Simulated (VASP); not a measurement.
The system is BaTiO3.

```
CELL_PARAMETERS angstrom
3.98424 0.00000 0.00000
0.00000 3.98424 0.00000
0.00000 0.00000 4.00237
ATOMIC_POSITIONS crystal
Ba 0.00000 0.00000 0.00000
Ti 0.50000 0.50000 0.50000
O 0.50000 0.50000 0.00000
O 0.50000 0.00000 0.50000
O 0.00000 0.50000 0.50000
```

- Program: VASP 6.6.1
- Task: relaxation of cell and atoms
- Functional: PBE
- Potentials or basis: VASP PAW PBE potentials, release 64 (Ba_sv, Ti_sv, O)
- Cutoff: 600 eV
- k mesh: 7 × 7 × 6
- Occupations: fermi-dirac, width 0.0618 eV
- Spin: no spin polarisation

At the start: pressure 5.4 GPa; volume 12.71 Å³/atom.

Problem. How do energy, volume and symmetry change on relaxing?

Solution. Over 3 steps the energy falls by 6.7 meV/atom and the volume is 13.11 Å³/atom (+3.2 %); space group Pm-3m (No. 221, to 0.05 Å).

Step by step:
```tsv
step	energy change (eV)	largest force (eV/Å)	pressure (GPa)	volume (Å³)
1	0.0000	0.0000	5.41	63.53
2	-0.0042	0.0000	-4.54	67.56
3	-0.0333	0.0000	-0.04	65.56
```

Final structure:
```
Ba Ti O
1.0
     4.02863    0.00000    0.00000
     0.00000    4.02863    0.00000
     0.00000    0.00000    4.03977
Ba Ti O
1 1 3
Direct
  0.00000 0.00000 0.00000
  0.50000 0.50000 0.50000
  0.50000 0.50000 0.00000
  0.50000 0.00000 0.50000
  0.00000 0.50000 0.50000
```
